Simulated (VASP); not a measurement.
# K8Mg8F25 (a cell with a defect) in VASP: single point with PBEsol

Aim: the single point of K8Mg8F25 (a cell with a defect) with PBEsol.

All numbers are computed with VASP 6.6.1; they aren't measurements. Logs are shortened: lines on timing, memory, paths and dates and some standing lists are left out, and cuts for length are marked.

## Step 1: The cell of the first run

The cell holds a defect, 41 atoms: a = 7.983 Å, b = 7.983 Å, c = 7.983 Å, α = 90.00°, β = 90.00°, γ = 90.00°.

## Step 2: Single point, PBEsol, collinear spin

INCAR

```
SYSTEM = K8Mg8F25
ALGO = Normal
EDIFF = 1E-6
ENCUT = 520
GGA = PS
GGA_COMPAT = .FALSE.
ISIF = 2
ISMEAR = -1
ISPIN = 2
ISYM = -1
LASPH = .TRUE.
LCHARG = .FALSE.
LORBIT = 11
LREAL = Auto
LWAVE = .FALSE.
MAGMOM = 0 0 0 0 0 0.143 0 0.143 0 0 0 0 0 0 0 0 0 0 0 0.143 0 0 0 0.143 0 0 0 0 0 0 0.143 0.143 0 0 0 0 0 0 0 0 0.143
NBANDS = 162
NELM = 200
PREC = Accurate
SIGMA = 0.05
```

KPOINTS

```
explicit points
1
Reciprocal
  0.25000000   0.25000000   0.25000000 1
```

POSCAR

```
K8Mg8F25
1.0
    7.9825440000      0.0000000000      0.0000000000
    0.0000000000      7.9825440000      0.0000000000
    0.0000000000      0.0000000000      7.9825440000
K Mg F
8 8 25
Direct
    0.0024320000      0.9985550000      0.9983110000
    0.9961810000      0.0075680000      0.4992790000
    0.0024560000      0.5020600000      0.9982970000
    0.9962560000      0.4931670000      0.4992440000
    0.5031070000      0.0045810000      0.0031060000
    0.5126600000      0.0249150000      0.4907010000
    0.5030230000      0.4959950000      0.0030760000
    0.5129000000      0.4756130000      0.4908930000
    0.2516760000      0.2503320000      0.2467450000
    0.2529170000      0.2502940000      0.7485970000
    0.2494860000      0.7503130000      0.2413700000
    0.2509020000      0.7502990000      0.7537240000
    0.7557800000      0.2503120000      0.2452840000
    0.7545130000      0.2502650000      0.7504780000
    0.7501090000      0.7503140000      0.2498900000
    0.7572570000      0.7502960000      0.7526070000
    0.2532110000      0.2503370000      0.9979210000
    0.2535360000      0.2502690000      0.4973940000
    0.2443490000      0.7502920000      0.9984250000
    0.1813600000      0.7505280000      0.4788170000
    0.7542390000      0.2503190000      0.9982350000
    0.7563240000      0.2502340000      0.4976200000
    0.7636640000      0.7502810000      0.0023670000
    0.7542970000      0.7503080000      0.5011010000
    0.0032980000      0.2503320000      0.2471100000
    0.0033660000      0.2502700000      0.7484710000
    0.9977580000      0.7502890000      0.2366290000
    0.0028220000      0.7502790000      0.7553210000
    0.5041140000      0.2503290000      0.2454050000
    0.5040970000      0.2502870000      0.7480530000
    0.5001650000      0.7503620000      0.2402350000
    0.5159890000      0.7502540000      0.8073890000
    0.2542740000      0.0011810000      0.2477490000
    0.2525730000      0.0003650000      0.7482070000
    0.2542740000      0.4994590000      0.2479160000
    0.2525280000      0.5002100000      0.7481870000
    0.7515800000      0.0019350000      0.2498440000
    0.7535150000      0.0014110000      0.7474660000
    0.7515680000      0.4987090000      0.2499020000
    0.7535870000      0.4991200000      0.7473910000
    0.4118440000      0.7501960000      0.5683000000
```

Potentials or basis: VASP PAW PBE potentials, release 64 (K_sv, Mg, F).

Started as:

```bash
$ cat potpaw_PBE.64/K_sv/POTCAR potpaw_PBE.64/Mg/POTCAR potpaw_PBE.64/F/POTCAR > POTCAR
$ mpirun -np 1 vasp_std > vasp.out
```

OUTCAR:

```text
SYSTEM = K8Mg8F25
   EDIFF = 1E-6
   ENCUT = 520
   GGA = PS
   ISIF = 2
   ISMEAR = -1
   ISPIN = 2
   ISYM = -1
   LASPH = .TRUE.
   LORBIT = 11
   LREAL = Auto
   NELM = 200
   PREC = Accurate

 ion  position               nearest neighbor table
   1  0.002  0.999  0.998-  27 2.75  23 2.75  19 2.77  28 2.77  38 2.82  21 2.82  34 2.82  25 2.83
                            33 2.83  26 2.83  37 2.84  17 2.84  11 3.40  16 3.41  12 3.42  13 3.44
   2  0.996  0.008  0.499-  20 2.53  22 2.72  38 2.77  26 2.78  37 2.79  25 2.79  24 2.82  18 2.82
                            34 2.85  14 3.39  13 3.40  10 3.45  16 3.46   9 3.46  15 3.47  12 3.53
   3  0.002  0.502  0.998-  27 2.75  23 2.75  19 2.77  28 2.77  40 2.82  21 2.82  36 2.82  25 2.83
                            35 2.83  26 2.83  17 2.84  39 2.84  11 3.40  16 3.41  12 3.42  13 3.44
   4  0.996  0.493  0.499-  20 2.54  22 2.73  40 2.77  26 2.78  39 2.79  25 2.79  24 2.82  18 2.82
                            36 2.85  14 3.39  13 3.40  10 3.45  16 3.46   9 3.46  15 3.47  12 3.53
   5  0.503  0.005  0.003-  32 2.56  29 2.75  31 2.78  33 2.79  37 2.80  17 2.80  21 2.81  30 2.83
                            34 2.85  38 2.86  13 3.41   9 3.41  11 3.44  15 3.45  14 3.46  10 3.46
   6  0.513  0.025  0.491-  41 2.42  22 2.65  29 2.66  37 2.71  30 2.73  18 2.74  38 2.82  33 2.84
                            13 3.29  14 3.36   9 3.37  10 3.43  15 3.48   8 3.60  16 3.60  11 3.63
   7  0.503  0.496  0.003-  32 2.56  29 2.75  31 2.78  35 2.79  39 2.80  17 2.80  21 2.81  30 2.83
                            36 2.85  40 2.86   9 3.41  13 3.41  11 3.44  15 3.45  14 3.46  10 3.46
   8  0.513  0.476  0.491-  41 2.42  22 2.65  29 2.66  39 2.71  30 2.73  18 2.74  40 2.81  35 2.84
                            13 3.29  14 3.35   9 3.37  10 3.43  15 3.48   6 3.60  16 3.60  11 3.63
   9  0.252  0.250  0.247-  25 1.98  17 1.99  35 1.99  33 1.99  18 2.00  29 2.02   6 3.37   8 3.37
                             7 3.41   5 3.41   3 3.45   1 3.45   4 3.46   2 3.46
  10  0.253  0.250  0.749-  17 1.99  26 1.99  36 1.99  34 2.00  30 2.01  18 2.01   8 3.43   6 3.43
                             2 3.45   4 3.45   7 3.46   5 3.46   3 3.47   1 3.47
  11  0.249  0.750  0.241-  19 1.94  20 1.97  31 2.00  35 2.00  33 2.00  27 2.01   1 3.40   3 3.40
                             7 3.44   5 3.44   4 3.54   2 3.54   6 3.63   8 3.63
  12  0.251  0.750  0.754-  19 1.95  41 1.96  28 1.98  34 2.00  36 2.00  32 2.16  20 2.26   3 3.42
                             1 3.42   7 3.48   5 3.48   4 3.53   2 3.53   6 3.69   8 3.69
  13  0.756  0.250  0.245-  21 1.97  25 1.98  37 1.98  39 1.98  29 2.01  22 2.01   8 3.29   6 3.29
                             2 3.40   4 3.40   5 3.41   7 3.41   1 3.44   3 3.44
  14  0.755  0.250  0.750-  21 1.98  26 1.99  38 1.99  40 1.99  30 2.00  22 2.02   8 3.35   6 3.36
                             2 3.39   4 3.39   1 3.44   3 3.45   5 3.46   7 3.46
  15  0.750  0.750  0.250-  23 1.98  27 1.98  31 2.00  24 2.01  39 2.01  37 2.01   5 3.45   7 3.45
                             1 3.47   3 3.47   4 3.47   2 3.47   6 3.48   8 3.48
  16  0.757  0.750  0.753-  28 1.96  32 1.97  23 1.99  38 2.01  40 2.01  24 2.01   3 3.41   1 3.41
                             4 3.46   2 3.46   5 3.50   7 3.50   8 3.60   6 3.60
  17  0.253  0.250  0.998-   9 1.99  10 1.99   7 2.80   5 2.80   3 2.84   1 2.84
  18  0.254  0.250  0.497-   9 2.00  10 2.01   6 2.74   8 2.74   2 2.82   4 2.82
  19  0.244  0.750  0.998-  11 1.94  12 1.95   3 2.77   1 2.77
  20  0.181  0.751  0.479-  11 1.97  12 2.26   2 2.53   4 2.54
  21  0.754  0.250  0.998-  13 1.97  14 1.98   5 2.81   7 2.81   1 2.82   3 2.82
  22  0.756  0.250  0.498-  13 2.01  14 2.02   8 2.65   6 2.65   2 2.72   4 2.73
  23  0.764  0.750  0.002-  15 1.98  16 1.99   3 2.75   1 2.75
  24  0.754  0.750  0.501-  15 2.01  16 2.01   4 2.82   2 2.82
  25  0.003  0.250  0.247-  13 1.98   9 1.98   2 2.79   4 2.79   3 2.83   1 2.83
  26  0.003  0.250  0.748-  14 1.99  10 1.99   2 2.78   4 2.78   1 2.83   3 2.83
  27  0.998  0.750  0.237-  15 1.98  11 2.01   3 2.75   1 2.75
  28  0.003  0.750  0.755-  16 1.96  12 1.98   3 2.77   1 2.77
  29  0.504  0.250  0.245-  13 2.01   9 2.02   6 2.66   8 2.66   7 2.75   5 2.75
  30  0.504  0.250  0.748-  14 2.00  10 2.01   8 2.73   6 2.73   7 2.83   5 2.83
  31  0.500  0.750  0.240-  15 2.00  11 2.00   5 2.78   7 2.78
  32  0.516  0.750  0.807-  16 1.97  12 2.16   7 2.56   5 2.56
  33  0.254  0.001  0.248-   9 1.99  11 2.00   5 2.79   1 2.83   6 2.84
  34  0.253  0.000  0.748-  10 2.00  12 2.00   1 2.82   2 2.85   5 2.85
  35  0.254  0.499  0.248-   9 1.99  11 2.00   7 2.79   3 2.83   8 2.84
  36  0.253  0.500  0.748-  10 1.99  12 2.00   3 2.82   4 2.85   7 2.85
  37  0.752  0.002  0.250-  13 1.98  15 2.01   6 2.71   2 2.79   5 2.80   1 2.84
  38  0.754  0.001  0.747-  14 1.99  16 2.01   2 2.77   6 2.82   1 2.82   5 2.86
  39  0.752  0.499  0.250-  13 1.98  15 2.01   8 2.71   4 2.79   7 2.80   3 2.84
  40  0.754  0.499  0.747-  14 1.99  16 2.01   4 2.77   8 2.81   3 2.82   7 2.86
  41  0.412  0.750  0.568-  12 1.96   8 2.42   6 2.42

IMPORTANT INFORMATION: All symmetrisations will be switched off!
NOSYMM: (Re-)initialisation of all symmetry stuff for point group C_1.

----------------------------------------------------------------------------------------

                                     Primitive cell

  volume of cell :     508.6558

  direct lattice vectors                    reciprocal lattice vectors
     7.982544000  0.000000000  0.000000000     0.125273346  0.000000000  0.000000000
     0.000000000  7.982544000  0.000000000     0.000000000  0.125273346  0.000000000
     0.000000000  0.000000000  7.982544000     0.000000000  0.000000000  0.125273346
[... 130 lines left out ...]
   PSTRESS=    0.0 pullay stress
   NELECT =     263.0000    total number of electrons
   NUPDOWN=      -1.0000    fix difference up-down
   EMIN   =  10.00;   EMAX   =-10.00  energy-range for DOS
   EFERMI =   0.00;   METHOD = LEGACY
   ISMEAR =    -1;   SIGMA  =   0.05  broadening in eV -4-tet -1-fermi 0-gaus
   EFERMI_NEDOS =   21; number of points for ismear=-14 and -15
   IALGO  =     38    algorithm
   IMIX   =      4    mixing-type and parameters
     AMIX     =   0.40;   BMIX     =  1.00
     AMIX_MAG =   1.60;   BMIX_MAG =  1.00
  volume/ion in A,a.u.               =      12.41        83.72
  Fermi-wavevector in a.u.,A,eV,Ry     =   1.313970  2.483043 23.490690  1.726517
  Thomas-Fermi vector in A             =   2.444256
   LORBIT       =     11    0 simple, 1 ext, 2 COOP (PROOUT), +10 PAW based schemes
   GGA     = PS    functional components
   LHFCALC =     F    Hartree Fock is set to
   AEXX    =    0.0000 exact exchange contribution
   IVDW    =     0    specifies the selected vdW correction
   LEPSILON=     F    determine dielectric tensor
   LRPA    =     F    only Hartree local field effects (RPA)
 spin polarized calculation
  energy-cutoff  :      520.00
  volume of cell :      508.66
 maximum number of plane-waves:     13679
 NGX is ok and might be reduce to    60
   NGX = 29   NGY = 29   NGZ = 29

 number of electron     262.9999904 magnetization       0.9999655

 Free energy of the ion-electron system (eV)
  ---------------------------------------------------
  ext. energy  EPLUGINS =         0.00000000
  ---------------------------------------------------
  free energy    TOTEN  =      -202.67722935 eV

  energy without entropy =     -202.67716007  energy(sigma->0) =     -202.67719471

 E-fermi :  -0.7758     XC(G=0): -10.0291

 val. band max:       -1.2589301841   @ k =   0.2500   0.2500   0.2500
 cond. band min:      -0.2935951463   @ k =   0.2500   0.2500   0.2500
 fundamental gap:      0.9653350378
 Fermi energy:        -0.7758169282

 spin component 1

 k-point     1 :       0.2500    0.2500    0.2500
  band No.  band energies     occupation
      1     -27.0163      1.00000
      2     -26.9977      1.00000
      3     -26.9928      1.00000
      4     -26.9890      1.00000
      5     -26.9781      1.00000
      6     -26.9719      1.00000
[... 135 lines left out ...]
    142       8.9362      0.00000
    143       9.1619      0.00000
 Fermi energy:        -0.7758169282

 spin component 2

 k-point     1 :       0.2500    0.2500    0.2500
  band No.  band energies     occupation
      1     -27.0153      1.00000
      2     -26.9971      1.00000
      3     -26.9922      1.00000
      4     -26.9878      1.00000
      5     -26.9775      1.00000
      6     -26.9710      1.00000
[... 135 lines left out ...]
    142       8.9411      0.00000
    143       9.1672      0.00000
 [bands above 143 left out]

------------------------ aborting loop because EDIFF is reached ----------------------------------------

  FORCE on cell =-STRESS in cart. coord.  units (eV):
  Direction    XX          YY          ZZ          XY          YZ          ZX
  --------------------------------------------------------------------------------------
  -------------------------------------------------------------------------------------
  Total        5.3233053      4.0288607      6.1636614     -0.1951814     -0.2004159      1.4272136
  in kB       16.7674877     12.6902119     19.4144633     -0.6147876     -0.6312753      4.4954750
  external PRESSURE =      16.2907210 kB  Pullay stress =       0.0000000 kB

 VOLUME and BASIS-vectors are now :
 -----------------------------------------------------------------------------
  energy-cutoff  :      520.00
  volume of cell :      508.66
      direct lattice vectors                 reciprocal lattice vectors
     7.982544000  0.000000000  0.000000000     0.125273346  0.000000000  0.000000000
     0.000000000  7.982544000  0.000000000     0.000000000  0.125273346  0.000000000
     0.000000000  0.000000000  7.982544000     0.000000000  0.000000000  0.125273346

 POSITION                                       TOTAL-FORCE (eV/Angst)
 -----------------------------------------------------------------------------------
      0.01941      7.97101      7.96906         0.005052      0.002682      0.002931
      7.95206      0.06041      3.98552        -0.005884      0.001330     -0.005788
      0.01961      4.00772      7.96895         0.000327     -0.001532      0.002987
      7.95266      3.93673      3.98524        -0.008733     -0.000120     -0.006590
      4.01607      0.03657      0.02479         0.008092      0.012953      0.006440
      4.09233      0.19889      3.91704         0.004842      0.007081     -0.002147
[... 33 lines left out ...]
      6.01554      3.98425      5.96608        -0.002131     -0.004564     -0.001347
      3.28756      5.98847      4.53648        -0.012865     -0.000589      0.020500
 -----------------------------------------------------------------------------------
    total drift:                               -0.005281     -0.010688     -0.018753

  FREE ENERGIE OF THE ION-ELECTRON SYSTEM (eV)
  ---------------------------------------------------
  free  energy   TOTEN  =      -202.6772293482 eV

  energy  without entropy=     -202.6771600654  energy(sigma->0) =     -202.67719471

 total charge

# of ion       s       p       d       tot
------------------------------------------
    1        1.955   5.578   0.030   7.563
    2        1.956   5.581   0.031   7.568
    3        1.955   5.578   0.030   7.563
    4        1.956   5.581   0.031   7.568
    5        1.955   5.580   0.031   7.567
    6        1.957   5.586   0.036   7.580
[... 33 lines left out ...]
   40        1.728   4.394   0.000   6.122
   41        1.757   4.241   0.000   5.997
--------------------------------------------------
tot         59.922 155.521   0.896 216.339

 magnetization (x)

# of ion       s       p       d       tot
------------------------------------------
    1        0.000   0.000   0.000   0.000
    2        0.000   0.000   0.000   0.001
    3        0.000   0.000   0.000   0.000
    4        0.000   0.000   0.000   0.000
    5        0.000   0.000   0.000   0.000
    6       -0.000  -0.000  -0.000  -0.001
[... 33 lines left out ...]
   40       -0.000  -0.000   0.000  -0.000
   41        0.002   0.438   0.000   0.440
--------------------------------------------------
tot          0.007   0.931  -0.002   0.936
```

Wall time 5.8 min (1 thread of Intel Xeon Platinum 8259CL at 2.50GHz (Skylake/Cascade Lake), shared host); peak memory 0.7 GiB.

What came out:

| Item | Value |
| --- | --- |
| Free energy | -202.6772 eV |
| Pressure | 1.6 GPa |
| Largest force | 0.031 eV/Å |
| Band gap on the k mesh | 0.97 eV |
| Net moment | 1.00 μB per cell |
| Site moments | K +0.00, -0.00 (each value once); Mg -0.00, +0.00 (each value once); F +0.00, +0.28, -0.00, +0.01, +0.02, +0.18, +0.44 (each value once) μB |
| Valence electrons inside the program's atomic spheres | K 7.56, 7.57, 7.58 (each value once); Mg 0.37, 0.36, 0.38 (each value once); F 6.12, 6.13, 6.05, 6.08, 6.00 (each value once) |

Forces on the atoms (eV/Å):
```
K    0.005  0.003  0.003
K   -0.006  0.001 -0.006
K    0.000 -0.002  0.003
K   -0.009  0.000 -0.007
K    0.008  0.013  0.006
K    0.005  0.007 -0.002
K    0.011 -0.015  0.008
K    0.006 -0.007 -0.003
Mg  -0.002 -0.001 -0.003
Mg   0.003  0.000  0.001
Mg  -0.013  0.001 -0.003
Mg  -0.009  0.001  0.009
Mg   0.004  0.000 -0.007
Mg  -0.002  0.000  0.009
Mg   0.012 -0.001 -0.005
Mg   0.005 -0.001  0.011
F   -0.001 -0.001 -0.003
F   -0.004 -0.001 -0.001
F    0.007 -0.001 -0.004
F    0.014 -0.001 -0.010
F    0.000 -0.001 -0.007
F    0.005  0.001  0.002
F   -0.010 -0.001  0.009
F   -0.007  0.000  0.005
F   -0.002 -0.002  0.001
F   -0.003  0.000  0.000
F   -0.003 -0.002  0.005
F    0.013  0.003 -0.008
F   -0.001  0.001  0.000
F   -0.002  0.000  0.000
F   -0.006 -0.001  0.010
F    0.007  0.001 -0.030
F   -0.001 -0.002  0.000
F   -0.004 -0.001  0.001
F    0.000  0.006 -0.001
F   -0.003  0.001  0.001
F    0.000 -0.003  0.000
F   -0.001  0.006 -0.002
F    0.000  0.001  0.000
F   -0.002 -0.005 -0.001
F   -0.013 -0.001  0.021
```

Caveat: the PAW data sets were made with another functional, which shifts forces and pressure a little.
